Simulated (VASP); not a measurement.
A run of VASP 6.6.1 is set up as follows.

Contents of INCAR:

```
  ALGO = Normal
  EDIFF = 1E-6
  ENCUT = 520
  GGA = PS
  ISIF = 2
  ISMEAR = -1
  LASPH = T
  LCHARG = F
  LREAL = Auto
  LWAVE = F
  NBANDS = 56
  NELM = 80
  PREC = Accurate
  SIGMA = 0.02
```

The input KPOINTS:

```
k-points
0
Gamma
  2 2 1
```

File POSCAR:

```
Si16H4CO
1.0
    7.6791800000      0.0000000000      0.0000000000
    3.8395900000      6.6503650000      0.0000000000
    0.0000000000      0.0000000000     17.4187650000
H Si C O
4 16 1 1
Direct
    0.1666667000      0.1666667000      0.0574094000
    0.6666667000      0.1666667000      0.0574094000
    0.1666667000      0.6666667000      0.0574094000
    0.6666667000      0.6666667000      0.0574094000
    0.1666667000      0.1666667000      0.1435234000
    0.6666667000      0.1666667000      0.1435234000
    0.1666667000      0.6666667000      0.1435234000
    0.6666667000      0.6666667000      0.1435234000
   -0.1667170118      0.3317299811      0.1855800602
    0.3386358696      0.3391519442      0.1932860325
   -0.1706156887      0.8357909967      0.1954990926
    0.3334161113      0.8323585564      0.1774677499
   -0.1828722300      0.3101956292      0.3180536026
    0.2523533481      0.3024318081      0.3350023279
   -0.1988409759      0.8221462746      0.3365132874
    0.3170686644      0.7786940176      0.3040528684
    0.0085931558     -0.0243955352      0.3628223663
    0.4405552848     -0.0399683720      0.3693613348
   -0.0633184537      0.4944440261      0.3899548074
    0.4660904095      0.4274047296      0.3171007073
    0.2074041684     -0.0174417997      0.4470750251
    0.2088209139     -0.0384551537      0.5141237535
```

Potentials or basis: VASP PAW PBE potentials, release 64 (H, Si, C, O).

Run with:

```console
$ cat potpaw_PBE.64/H/POTCAR potpaw_PBE.64/Si/POTCAR potpaw_PBE.64/C/POTCAR potpaw_PBE.64/O/POTCAR > POTCAR
$ mpirun -np 1 vasp_std > vasp.out
```

**Question.** What does it give for the band gap on the k mesh?

**Answer.** 0.83 eV, indirect (least direct gap 0.85 eV).

**Question.** What does it give for the largest force?

**Answer.** 0.776 eV/Å.

Forces on the atoms (eV/Å):
```
H    0.194  0.159 -0.132
H   -0.163 -0.128 -0.165
H   -0.375 -0.127 -0.168
H    0.188 -0.005 -0.140
Si   0.260  0.413  0.313
Si   0.072 -0.344  0.150
Si  -0.641  0.124  0.003
Si   0.464 -0.093  0.083
Si   0.003  0.006  0.003
Si  -0.004  0.000  0.004
Si   0.005 -0.001 -0.002
Si   0.005  0.007 -0.007
Si   0.001 -0.003  0.002
Si  -0.003 -0.008 -0.011
Si  -0.001 -0.001  0.007
Si  -0.006 -0.004  0.011
Si  -0.004  0.007  0.005
Si   0.015  0.008  0.006
Si  -0.007  0.000  0.017
Si   0.003 -0.001  0.004
C    0.040  0.082 -0.753
O   -0.046 -0.090  0.769
```

Caveat: the k points lie up to 0.47 Å⁻¹ apart; the PAW data sets were made with another functional, which shifts forces and pressure a little.
